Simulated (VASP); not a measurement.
# SiC (P6_3mc) in VASP: a series of runs

Runs on SiC. Level: PBE. Tasks: electric field gradients.

All numbers are computed with VASP 6.6.1; they aren't measurements. Logs are shortened: lines on timing, memory, paths and dates and some standing lists are left out, and cuts for length are marked.

### 1 The cell of the first run

Symmetry: P6_3mc, No. 186, hexagonal system. Conventional cell: a = 2.987 Å, b = 2.987 Å, c = 20.146 Å, α = 90.00°, β = 90.00°, γ = 120.00°. Si (site symmetry 3m) has 4 C at 1.84 to 1.89 Å within 2.4 Å. Si (site symmetry 3m) has 4 C at 1.83 to 1.89 Å within 2.4 Å. Within 2.4 Å of Si (site symmetry 3m) lie 4 C at 1.84 to 1.89 Å. Within 2.4 Å of Si (site symmetry 3m) lie 4 C at 1.83 to 1.89 Å. Within 2.4 Å of C (site symmetry 3m) lie 4 Si at 1.84 to 1.89 Å. C (site symmetry 3m) has 4 Si at 1.83 to 1.89 Å within 2.4 Å. C (site symmetry 3m) has 4 Si at 1.83 to 1.89 Å within 2.4 Å. Within 2.4 Å of C (site symmetry 3m) lie 4 Si at 1.84 to 1.89 Å.

### 2 Electric field gradients, PBE (x and y stretched by -3 %)

File INCAR:

```
ALGO     = Normal         # electronic algorithm
EDIFF    = 1E-8           # SCF threshold, eV
ENCUT    = 520            # plane-wave cutoff, eV
GGA      = PE             # functional
ISIF     = 2              # what is computed and relaxed
ISMEAR   = -1             # smearing method
LASPH    = T              # aspherical terms in the spheres
LCHARG   = F              # write CHGCAR
LEFG     = T            
LREAL    = Auto         
LWAVE    = F              # write WAVECAR
NBANDS   = 46             # bands
NELM     = 100            # most SCF steps
PREC     = Accurate       # precision mode
SIGMA    = 0.02           # smearing width, eV
```

File KPOINTS:

```
k-points
0
Gamma
  10 10 2
```

File POSCAR:

```
SiC
1.0
    2.9866300000      0.0000000000      0.0000000000
   -1.4933150000      2.5864974517      0.0000000000
    0.0000000000      0.0000000000     20.1460000000
Si C
8 8
Direct
    0.3333333333      0.6666666667      0.2501057640
    0.6666666667      0.3333333333      0.7501057640
    0.3333333333      0.6666666667      0.6250022523
    0.6666666667      0.3333333333      0.1250022523
    0.0000000000      0.0000000000      0.0000978164
    0.0000000000      0.0000000000      0.5000978164
    0.3333333333      0.6666666667      0.8751755882
    0.6666666667      0.3333333333      0.3751755882
    0.3333333333      0.6666666667      0.9689114644
    0.6666666667      0.3333333333      0.4689114644
    0.0000000000      0.0000000000      0.0938682989
    0.0000000000      0.0000000000      0.5938682989
    0.3333333333      0.6666666667      0.3441204739
    0.6666666667      0.3333333333      0.8441204739
    0.3333333333      0.6666666667      0.7187183419
    0.6666666667      0.3333333333      0.2187183419
```

Potentials or basis: VASP PAW PBE potentials, release 64 (Si, C).

Command:

```bash
$ cat potpaw_PBE.64/Si/POTCAR potpaw_PBE.64/C/POTCAR > POTCAR
$ mpirun -np 1 vasp_std > vasp.out
```

OUTCAR:

```text
EDIFF = 1E-8
   ENCUT = 520
   GGA = PE
   ISIF = 2
   ISMEAR = -1
   LASPH = T
   LREAL = Auto
   NELM = 100
   PREC = Accurate

 ion  position               nearest neighbor table
   1  0.333  0.667  0.250-  16 1.84  16 1.84  16 1.84  13 1.89   8 3.05   8 3.05   8 3.05   4 3.05
                             4 3.05   4 3.05
   2  0.667  0.333  0.750-  15 1.84  15 1.84  15 1.84  14 1.89   7 3.05   7 3.05   7 3.05   3 3.05
                             3 3.05   3 3.05
   3  0.333  0.667  0.625-  12 1.83  12 1.83  12 1.83  15 1.89   6 3.05   6 3.05   6 3.05   2 3.05
                             2 3.05   2 3.05
   4  0.667  0.333  0.125-  11 1.83  11 1.83  11 1.83  16 1.89   5 3.05   5 3.05   5 3.05   1 3.05
                             1 3.05   1 3.05
   5  0.000  0.000  0.000-   9 1.84   9 1.84   9 1.84  11 1.89   4 3.05   4 3.05   4 3.05   7 3.05
                             7 3.05   7 3.05
   6  0.000  0.000  0.500-  10 1.84  10 1.84  10 1.84  12 1.89   3 3.05   3 3.05   3 3.05   8 3.05
                             8 3.05   8 3.05
   7  0.333  0.667  0.875-  14 1.83  14 1.83  14 1.83   9 1.89   5 3.05   5 3.05   5 3.05   2 3.05
                             2 3.05   2 3.05
   8  0.667  0.333  0.375-  13 1.83  13 1.83  13 1.83  10 1.89   6 3.05   6 3.05   6 3.05   1 3.05
                             1 3.05   1 3.05
   9  0.333  0.667  0.969-   5 1.84   5 1.84   5 1.84   7 1.89
  10  0.667  0.333  0.469-   6 1.84   6 1.84   6 1.84   8 1.89
  11  0.000  0.000  0.094-   4 1.83   4 1.83   4 1.83   5 1.89
  12  0.000  0.000  0.594-   3 1.83   3 1.83   3 1.83   6 1.89
  13  0.333  0.667  0.344-   8 1.83   8 1.83   8 1.83   1 1.89
  14  0.667  0.333  0.844-   7 1.83   7 1.83   7 1.83   2 1.89
  15  0.333  0.667  0.719-   2 1.84   2 1.84   2 1.84   3 1.89
  16  0.667  0.333  0.219-   1 1.84   1 1.84   1 1.84   4 1.89

  LATTYP: Found a hexagonal cell.
 ALAT       =     2.9866300000
 C/A-ratio  =     6.7453953118

  Lattice vectors:

 A1 = (   2.9866300000,   0.0000000000,   0.0000000000)
 A2 = (  -1.4933150000,   2.5864974517,   0.0000000000)
 A3 = (   0.0000000000,   0.0000000000,  20.1460000000)

Analysis of symmetry for initial positions (statically):
=====================================================================
 Subroutine PRICEL returns:
 Original cell was already a primitive cell.

 Routine SETGRP: Setting up the symmetry group for a
 hexagonal supercell.
[... 1339 lines left out ...]
  Direction    XX          YY          ZZ          XY          YZ          ZX
  --------------------------------------------------------------------------------------
  -------------------------------------------------------------------------------------
  Total       25.0779042     25.0779042      5.7948183      0.0000000      0.0000000     -0.0000000
  in kB      258.1781674    258.1781674     59.6579190      0.0000000      0.0000000     -0.0000000
  external PRESSURE =     192.0047513 kB  Pullay stress =       0.0000000 kB

 VOLUME and BASIS-vectors are now :
 -----------------------------------------------------------------------------
  energy-cutoff  :      520.00
  volume of cell :      155.63
      direct lattice vectors                 reciprocal lattice vectors
     2.986630000  0.000000000  0.000000000     0.334825539  0.193311615  0.000000000
    -1.493315000  2.586497452  0.000000000     0.000000000  0.386623230  0.000000000
     0.000000000  0.000000000 20.146000000     0.000000000  0.000000000  0.049637645

 POSITION                                       TOTAL-FORCE (eV/Angst)
 -----------------------------------------------------------------------------------
     -0.00000      1.72433      5.03863         0.000000      0.000000      0.369384
      1.49332      0.86217     15.11163        -0.000000     -0.000000      0.369384
     -0.00000      1.72433     12.59130        -0.000000      0.000000      0.374575
      1.49332      0.86217      2.51830        -0.000000      0.000000      0.374575
      0.00000      0.00000      0.00197        -0.000000     -0.000000      0.376021
      0.00000      0.00000     10.07497         0.000000      0.000000      0.376021
[... 8 lines left out ...]
     -0.00000      1.72433     14.47930        -0.000000      0.000000     -0.344539
      1.49332      0.86217      4.40630         0.000000     -0.000000     -0.344539
 -----------------------------------------------------------------------------------
    total drift:                                0.000000      0.000000     -0.022281

  FREE ENERGIE OF THE ION-ELECTRON SYSTEM (eV)
  ---------------------------------------------------
  free  energy   TOTEN  =      -119.6158157007 eV

  energy  without entropy=     -119.6158157007  energy(sigma->0) =     -119.61581570

 Electric field gradients (V/A^2)
---------------------------------------------------------------------
 ion       V_xx      V_yy      V_zz      V_xy      V_xz      V_yz
---------------------------------------------------------------------
   1      -5.012    -5.012    10.024    -0.000     0.000    -0.000
   2      -5.012    -5.012    10.024    -0.000    -0.000     0.000
   3      -6.081    -6.081    12.162    -0.000    -0.000     0.000
   4      -6.081    -6.081    12.162    -0.000     0.000    -0.000
   5      -5.890    -5.890    11.779    -0.000     0.000    -0.000
   6      -5.890    -5.890    11.779    -0.000    -0.000     0.000
[... 8 lines left out ...]
  15      -2.775    -2.774     5.549     0.000     0.000    -0.000
  16      -2.775    -2.774     5.549     0.000    -0.000     0.000
---------------------------------------------------------------------

 Electric field gradients after diagonalization (V/A^2)
 (convention: |V_zz| > |V_xx| > |V_yy|)
----------------------------------------------------------------------
 ion       V_xx      V_yy      V_zz     asymmetry (V_yy - V_xx)/ V_zz
----------------------------------------------------------------------
   1      -5.012    -5.012    10.024       0.000
   2      -5.012    -5.012    10.024       0.000
   3      -6.081    -6.081    12.162       0.000
   4      -6.081    -6.081    12.162       0.000
   5      -5.890    -5.890    11.779       0.000
   6      -5.890    -5.890    11.779       0.000
[... 8 lines left out ...]
  15      -2.775    -2.774     5.549       0.000
  16      -2.775    -2.774     5.549       0.000
----------------------------------------------------------------------

           NMR quadrupolar parameters

 Cq : quadrupolar parameter    Cq=e*Q*V_zz/h
 eta: asymmetry parameters     (V_yy - V_xx)/ V_zz
 Q  : nuclear electric quadrupole moment in mb (millibarn)
----------------------------------------------------------------------
 ion       Cq(MHz)       eta       Q (mb)
----------------------------------------------------------------------
   1       0.024       0.000       1.000
   2       0.024       0.000       1.000
   3       0.029       0.000       1.000
   4       0.029       0.000       1.000
   5       0.028       0.000       1.000
   6       0.028       0.000       1.000
[... 8 lines left out ...]
  15       0.013       0.000       1.000
  16       0.013       0.000       1.000
----------------------------------------------------------------------
```

Wall time 4.8 min (1 thread of Intel Xeon Platinum 8488C (Sapphire Rapids), shared host); peak memory 0.34 GiB.

Results:

- Free energy: -119.6158 eV
- Pressure: 19.2 GPa
- Largest force: 0.395 eV/Å
- Band gap on the k mesh: 1.64 eV (least direct gap 2.85 eV)
- Largest electric field gradient by atom: Si +10.0, +12.2, +11.8, +12.4 (each value once); C +5.3, +7.2, +5.5 (each value once) V/Å²

Forces on the atoms (eV/Å):
```
Si   0.000  0.000  0.369
Si   0.000  0.000  0.369
Si   0.000  0.000  0.375
Si   0.000  0.000  0.375
Si   0.000  0.000  0.376
Si   0.000  0.000  0.376
Si   0.000  0.000  0.395
Si   0.000  0.000  0.395
C    0.000  0.000 -0.386
C    0.000  0.000 -0.386
C    0.000  0.000 -0.392
C    0.000  0.000 -0.392
C    0.000  0.000 -0.393
C    0.000  0.000 -0.393
C    0.000  0.000 -0.345
C    0.000  0.000 -0.345
```

Levels at points of the mesh, in eV from the valence-band top:
| k point | band 29 | band 30 | band 31 | band 32 | band 33 | band 34 | band 35 | band 36 |
| --- | --- | --- | --- | --- | --- | --- | --- | --- |
| (0.00, 0.00, 0.00) | -0.16 | -0.16 | 0.00 | 0.00 | 6.16 | 6.22 | 6.36 | 6.56 |
| (0.50, 0.00, 0.00) | -1.62 | -1.59 | -1.59 | -1.20 | 1.64 | 1.92 | 2.99 | 3.05 |
| (0.00, 0.00, 0.50) | -0.05 | -0.05 | -0.05 | -0.05 | 6.19 | 6.19 | 6.63 | 6.63 |
| (0.50, 0.00, 0.50) | -1.80 | -1.80 | -1.31 | -1.31 | 1.80 | 1.80 | 2.97 | 2.97 |

Electric field gradients, principal values (V/Å²):
| atom | least | middle | greatest (by size) |
| --- | --- | --- | --- |
| 1 Si | -5.012 | -5.012 | 10.024 |
| 2 Si | -5.012 | -5.012 | 10.024 |
| 3 Si | -6.081 | -6.081 | 12.162 |
| 4 Si | -6.081 | -6.081 | 12.162 |
| 5 Si | -5.890 | -5.890 | 11.779 |
| 6 Si | -5.890 | -5.890 | 11.779 |
| 7 Si | -6.215 | -6.215 | 12.429 |
| 8 Si | -6.215 | -6.215 | 12.429 |
| 9 C | -2.662 | -2.663 | 5.325 |
| 10 C | -2.662 | -2.663 | 5.325 |
| 11 C | -2.628 | -2.629 | 5.257 |
| 12 C | -2.628 | -2.629 | 5.257 |
| 13 C | -3.607 | -3.607 | 7.214 |
| 14 C | -3.607 | -3.607 | 7.214 |
| 15 C | -2.774 | -2.775 | 5.549 |
| 16 C | -2.774 | -2.775 | 5.549 |

Caveat: the cell differs from its parent crystal (x and y stretched by -3 %); the cell stands under pressure; without QUAD_EFG the Cq values of the log hold for a quadrupole moment of 1 mb, not for the nuclei.

### 3 Electric field gradients, PBE (9.92 Å³/atom)

This run uses another cell than the first one, of 9.92 Å³/atom.

File INCAR:

```
  ALGO = Normal
  EDIFF = 1E-8
  ENCUT = 520
  GGA = PE
  ISIF = 2
  ISMEAR = -1
  LASPH = T
  LCHARG = F
  LEFG = T
  LREAL = Auto
  LWAVE = F
  NBANDS = 46
  NELM = 80
  PREC = Accurate
  SIGMA = 0.02
```

KPOINTS is that of step 2.

Edit POSCAR of step 2 so:

```diff
@@ -2,5 +2,5 @@
 1.0
-    2.9866300000      0.0000000000      0.0000000000
-   -1.4933150000      2.5864974517      0.0000000000
-    0.0000000000      0.0000000000     20.1460000000
+    3.0373867908      0.0000000000      0.0000000000
+   -1.5186933954      2.6304541219      0.0000000000
+    0.0000000000      0.0000000000     19.8737233798
 Si C
```

Potentials or basis: VASP PAW PBE potentials, release 64 (Si, C).

Command:

```bash
$ cat potpaw_PBE.64/Si/POTCAR potpaw_PBE.64/C/POTCAR > POTCAR
$ mpirun -np 1 vasp_std > vasp.out
```

OUTCAR:

```text
EDIFF = 1E-8
   ENCUT = 520
   GGA = PE
   ISIF = 2
   ISMEAR = -1
   LASPH = T
   LREAL = Auto
   NELM = 80
   PREC = Accurate

 ion  position               nearest neighbor table
   1  0.333  0.667  0.250-  16 1.86  16 1.86  16 1.86  13 1.87   8 3.04   8 3.04   8 3.04   4 3.04
                             4 3.04   4 3.04
   2  0.667  0.333  0.750-  15 1.86  15 1.86  15 1.86  14 1.87   7 3.04   7 3.04   7 3.04   3 3.04
                             3 3.04   3 3.04
   3  0.333  0.667  0.625-  12 1.86  12 1.86  12 1.86  15 1.86   6 3.04   6 3.04   6 3.04   2 3.04
                             2 3.04   2 3.04
   4  0.667  0.333  0.125-  11 1.86  11 1.86  11 1.86  16 1.86   5 3.04   5 3.04   5 3.04   1 3.04
                             1 3.04   1 3.04
   5  0.000  0.000  0.000-   9 1.86   9 1.86   9 1.86  11 1.86   4 3.04   4 3.04   4 3.04   7 3.04
                             7 3.04   7 3.04
   6  0.000  0.000  0.500-  10 1.86  10 1.86  10 1.86  12 1.86   3 3.04   3 3.04   3 3.04   8 3.04
                             8 3.04   8 3.04
   7  0.333  0.667  0.875-  14 1.86  14 1.86  14 1.86   9 1.86   5 3.04   5 3.04   5 3.04   2 3.04
                             2 3.04   2 3.04
   8  0.667  0.333  0.375-  13 1.86  13 1.86  13 1.86  10 1.86   6 3.04   6 3.04   6 3.04   1 3.04
                             1 3.04   1 3.04
   9  0.333  0.667  0.969-   5 1.86   5 1.86   5 1.86   7 1.86
  10  0.667  0.333  0.469-   6 1.86   6 1.86   6 1.86   8 1.86
  11  0.000  0.000  0.094-   4 1.86   4 1.86   4 1.86   5 1.86
  12  0.000  0.000  0.594-   3 1.86   3 1.86   3 1.86   6 1.86
  13  0.333  0.667  0.344-   8 1.86   8 1.86   8 1.86   1 1.87
  14  0.667  0.333  0.844-   7 1.86   7 1.86   7 1.86   2 1.87
  15  0.333  0.667  0.719-   2 1.86   2 1.86   2 1.86   3 1.86
  16  0.667  0.333  0.219-   1 1.86   1 1.86   1 1.86   4 1.86

  LATTYP: Found a hexagonal cell.
 ALAT       =     3.0373867908
 C/A-ratio  =     6.5430334523

  Lattice vectors:

 A1 = (   3.0373867908,   0.0000000000,   0.0000000000)
[... 1362 lines left out ...]
    -1.518693395  2.630454122  0.000000000     0.000000000  0.380162494  0.000000000
     0.000000000  0.000000000 19.873723380     0.000000000  0.000000000  0.050317697

 POSITION                                       TOTAL-FORCE (eV/Angst)
 -----------------------------------------------------------------------------------
     -0.00000      1.75364      4.97053         0.000000     -0.000000      0.021870
      1.51869      0.87682     14.90739        -0.000000     -0.000000      0.021870
     -0.00000      1.75364     12.42112         0.000000     -0.000000     -0.002581
      1.51869      0.87682      2.48426        -0.000000      0.000000     -0.002581
      0.00000      0.00000      0.00194         0.000000     -0.000000      0.010022
      0.00000      0.00000      9.93881         0.000000      0.000000      0.010022
[... 8 lines left out ...]
     -0.00000      1.75364     14.28361         0.000000     -0.000000      0.008180
      1.51869      0.87682      4.34675        -0.000000      0.000000      0.008180
 -----------------------------------------------------------------------------------
    total drift:                                0.000000      0.000000     -0.048458

  FREE ENERGIE OF THE ION-ELECTRON SYSTEM (eV)
  ---------------------------------------------------
  free  energy   TOTEN  =      -120.1357942861 eV

  energy  without entropy=     -120.1357942860  energy(sigma->0) =     -120.13579429

 Electric field gradients (V/A^2)
---------------------------------------------------------------------
 ion       V_xx      V_yy      V_zz      V_xy      V_xz      V_yz
---------------------------------------------------------------------
   1       0.374     0.374    -0.748    -0.000     0.000    -0.000
   2       0.374     0.374    -0.748    -0.000    -0.000     0.000
   3      -0.906    -0.906     1.813    -0.000     0.000    -0.000
   4      -0.906    -0.906     1.813    -0.000    -0.000     0.000
   5      -0.696    -0.697     1.393    -0.000     0.000    -0.000
   6      -0.696    -0.697     1.393    -0.000    -0.000     0.000
[... 8 lines left out ...]
  15      -0.272    -0.272     0.545     0.000     0.000    -0.000
  16      -0.272    -0.272     0.545     0.000    -0.000     0.000
---------------------------------------------------------------------

 Electric field gradients after diagonalization (V/A^2)
 (convention: |V_zz| > |V_xx| > |V_yy|)
----------------------------------------------------------------------
 ion       V_xx      V_yy      V_zz     asymmetry (V_yy - V_xx)/ V_zz
----------------------------------------------------------------------
   1       0.374     0.374    -0.748       0.000
   2       0.374     0.374    -0.748       0.000
   3      -0.906    -0.906     1.813       0.000
   4      -0.906    -0.906     1.813       0.000
   5      -0.697    -0.696     1.393       0.000
   6      -0.697    -0.696     1.393       0.000
[... 8 lines left out ...]
  15      -0.272    -0.272     0.545       0.000
  16      -0.272    -0.272     0.545       0.000
----------------------------------------------------------------------

           NMR quadrupolar parameters

 Cq : quadrupolar parameter    Cq=e*Q*V_zz/h
 eta: asymmetry parameters     (V_yy - V_xx)/ V_zz
 Q  : nuclear electric quadrupole moment in mb (millibarn)
----------------------------------------------------------------------
 ion       Cq(MHz)       eta       Q (mb)
----------------------------------------------------------------------
   1      -0.002       0.000       1.000
   2      -0.002       0.000       1.000
   3       0.004       0.000       1.000
   4       0.004       0.000       1.000
   5       0.003       0.000       1.000
   6       0.003       0.000       1.000
[... 8 lines left out ...]
  15       0.001       0.000       1.000
  16       0.001       0.000       1.000
----------------------------------------------------------------------
```

stdout:

```text
POSCAR found type information on POSCAR SiC
 POSCAR found :  2 types and      16 ions
 scaLAPACK will be used
 LDA part: xc-table for (Slater+PW92), standard interpolation
 POSCAR, INCAR and KPOINTS ok, starting setup
 FFT: planning ... GRIDC
 FFT: planning ... GRID_SOFT
 FFT: planning ... GRID
 WAVECAR not read
 entering main loop
ion   1

ion   2

ion   3

ion   4

ion   5

ion   6

ion   7

ion   8

ion   9

ion  10

ion  11

ion  12

ion  13

ion  14

ion  15

ion  16
```

Wall time 4.2 min (1 thread of Intel Xeon Platinum 8488C (Sapphire Rapids), shared host); peak memory 0.33 GiB.

Results:

```yaml
Free_energy: -120.1358 eV
Pressure: 13.3 GPa
Largest_force: 0.029 eV/Å
Band_gap_on_the_k_mesh: 1.75 eV (least direct gap 2.85 eV)
Largest_electric_field_gradient_by_atom: Si -0.7, +1.8, +1.4, +2.3 (each value once); C +0.2, +2.4, +0.5 (each value once) V/Å²
```

Forces on the atoms (eV/Å):
```
Si   0.000  0.000  0.022
Si   0.000  0.000  0.022
Si   0.000  0.000 -0.003
Si   0.000  0.000 -0.003
Si   0.000  0.000  0.010
Si   0.000  0.000  0.010
Si   0.000  0.000  0.009
Si   0.000  0.000  0.009
C    0.000  0.000 -0.001
C    0.000  0.000 -0.001
C    0.000  0.000 -0.029
C    0.000  0.000 -0.029
C    0.000  0.000 -0.017
C    0.000  0.000 -0.017
C    0.000  0.000  0.008
C    0.000  0.000  0.008
```

Stress tensor (GPa, compression positive):
```
13.46  0.00  0.00
 0.00 13.46  0.00
 0.00  0.00 13.04
```

Electric field gradients, principal values (V/Å²):
```
atom   least  middle  greatest (by size)
1 Si   0.374   0.374              -0.748
2 Si   0.374   0.374              -0.748
3 Si  -0.906  -0.906               1.813
4 Si  -0.906  -0.906               1.813
5 Si  -0.696  -0.697               1.393
6 Si  -0.696  -0.697               1.393
7 Si  -1.130  -1.130               2.260
8 Si  -1.130  -1.130               2.260
 9 C  -0.113  -0.113               0.225
10 C  -0.113  -0.113               0.225
11 C  -0.110  -0.110               0.221
12 C  -0.110  -0.110               0.221
13 C  -1.177  -1.178               2.355
14 C  -1.177  -1.178               2.355
15 C  -0.272  -0.272               0.545
16 C  -0.272  -0.272               0.545
```

Caveat: the cell stands under pressure; without QUAD_EFG the Cq values of the log hold for a quadrupole moment of 1 mb, not for the nuclei.
